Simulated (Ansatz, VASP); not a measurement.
One calculation of Si, two programs

```xyz
4
Lattice="3.8313 0.0000 0.0000 -1.9157 3.3180 0.0000 0.0000 0.0000 6.3326" Properties=species:S:1:pos:R:3 pbc="T T T"
Si    0.0000    1.6120   -0.2010
Si    1.9157    1.1060    3.5653
Si    0.0000    2.2120    2.7673
Si    1.9157    1.1060    5.9336
```

Alike in both runs: task single point; functional PBE; k mesh 12 × 12 × 6; occupations gaussian, width 0.05 eV; no spin polarisation.

```csv
,VASP,Ansatz
version,VASP 6.6.1,Ansatz 0.2.0
potentials or method,"VASP PAW PBE potentials, release 64 (Si), cutoff 520 eV","scalar-relativistic, plane waves, PAW"
valence electrons in the cell,16,16
```

VASP gave:

* gap on the k mesh at the Fermi level (eV): none
* pressure (GPa): 11.6
* traceless stress, the component that is largest in VASP (GPa): 28.14
* rms of the force components (eV/Å): 2.115

What did Ansatz give for the same quantities?

gap on the k mesh at the Fermi level (eV): none; pressure (GPa): 11.8; traceless stress, the component that is largest in VASP (GPa): 28.34; rms of the force components (eV/Å): 2.121.

Atom by atom the forces differ by 0.006 eV/Å (rms over components). A gap of «none» marks a metal or a gap that the smearing closes. The functional is the same, so the differences come from potentials, cutoffs and numerics.
